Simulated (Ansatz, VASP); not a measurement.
# Two plane-wave programs on In3Se

The input INCAR:

```
PREC     = Accurate       # precision mode
ENCUT    = 600            # plane-wave cutoff, eV
EDIFF    = 1E-6           # SCF threshold, eV
ISMEAR   = 0              # smearing method
SIGMA    = 0.1            # smearing width, eV
LREAL    = False          # projectors in reciprocal space
LASPH    = True           # aspherical terms in the spheres
NELM     = 60             # most SCF steps
ALGO     = Normal         # electronic algorithm
ISIF     = 3              # what is computed and relaxed
LWAVE    = False          # write WAVECAR
LCHARG   = False          # write CHGCAR
GGA      = PE             # functional
IBRION   = 2              # ionic algorithm
NSW      = 90             # ionic steps
EDIFFG   = -0.04          # ionic threshold
```

File KPOINTS:

```
regular mesh
0
Gamma
  4 4 4
```

Contents of POSCAR:

```
In3Se
1.0
    4.4687999100      0.0000000000      0.0000000000
    0.0000000000      4.4687999100      0.0000000000
    0.0000000000      0.0000000000      6.1872888800
In Se
3 1
Direct
    0.0000000000      0.5000000000      0.0000000000
    0.5000000000      0.0000000000      0.0000000000
    0.5000000000      0.5000000000      0.0000000000
    0.5000000000      0.5000000000      0.5000000000
```

Input for Ansatz:

```yaml
crystal:
  lattice:
    - [4.46879991, 0.0, 0.0]
    - [0.0, 4.46879991, 0.0]
    - [0.0, 0.0, 6.18728888]
  atoms:
    - { symbol: In, position: [0.0, 0.5, 0.0] }
    - { symbol: In, position: [0.5, 0.0, 0.0] }
    - { symbol: In, position: [0.5, 0.5, 0.0] }
    - { symbol: Se, position: [0.5, 0.5, 0.5] }
basis:
  ecutwfc: 420
kpoints:
  mp_grid: { grid: [4, 4, 4] }
hamiltonian:
  xc: pbe
scf:
  occupations: { method: gaussian, width: 0.1 }
  lower_state_search: "off"
output:
  forces: true
  stress: true
  eigenvalues: true
relax:
  adjacent_minimum: "off"
  f_tol: 0.04
  max_steps: 70
  cell: { stress_tol: 0.4 }
```

Alike in both runs: task relaxation of cell and atoms; functional PBE; k mesh 4 × 4 × 4; occupations gaussian, width 0.1 eV; no spin polarisation.

|  | VASP | Ansatz |
| --- | --- | --- |
| version | VASP 6.6.1 | Ansatz 0.2.0 |
| potentials or method | VASP PAW PBE potentials, release 64 (In_d, Se), cutoff 600 eV | scalar-relativistic, plane waves, PAW |
| valence electrons in the cell | 45 | 55 |

VASP gave:

- gap on the k mesh at the Fermi level, each at its own relaxed structure (eV): none
- relaxed volume (Å³/atom): 46.96
- relaxed cell length with the largest relative difference (Å): 5.874

Question: Which values does Ansatz return?

Answer: gap on the k mesh at the Fermi level, each at its own relaxed structure (eV): none; relaxed volume (Å³/atom): 46.76; relaxed cell length with the largest relative difference (Å): 5.859.

A gap of «none» marks a metal or a gap that the smearing closes. VASP's potentials hold 45 valence electrons a cell and Ansatz's 55, so a difference there can come from the potentials and not from the codes.

Noted on VASP's run: the volume moved by over 15 % at a fixed basis, so the end points are rough.
